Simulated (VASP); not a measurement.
Here is a VASP 6.6.1 calculation.

The input INCAR:

```
PREC = Accurate
ENCUT = 520
EDIFF = 1E-6
ISMEAR = -1
SIGMA = 0.05
LREAL = F
LASPH = T
NELM = 150
ALGO = Normal
ISIF = 2
LWAVE = F
LCHARG = F
MAGMOM = 0 0 0 0 0 0
LORBIT = 11
LSORBIT = T
GGA_COMPAT = F
LORBMOM = T
GGA = PE
NBANDS = 30
```

File KPOINTS:

```
regular mesh
0
Gamma
  8 8 8
```

POSCAR

```
InAs
1.0
    0.0000000000      3.0180000000      3.0180000000
    3.0180000000      0.0000000000      3.0180000000
    3.0180000000      3.0180000000      0.0000000000
In As
1 1
Direct
    0.0000000000      0.0000000000      0.0000000000
    0.7500000000      0.7500000000      0.7500000000
```

Potentials or basis: VASP PAW PBE potentials, release 64 (In_d, As).

Run with:

```console
$ cat potpaw_PBE.64/In_d/POTCAR potpaw_PBE.64/As/POTCAR > POTCAR
$ mpirun -np 1 vasp_ncl > vasp.out
```

Estimate the net moment.

0.00 μB per cell.

Estimate the pressure.

4.3 GPa.

Moments on the atoms (μB; x, y, z):
```
In  0.00 0.00 0.00
As  0.00 0.00 0.00
```
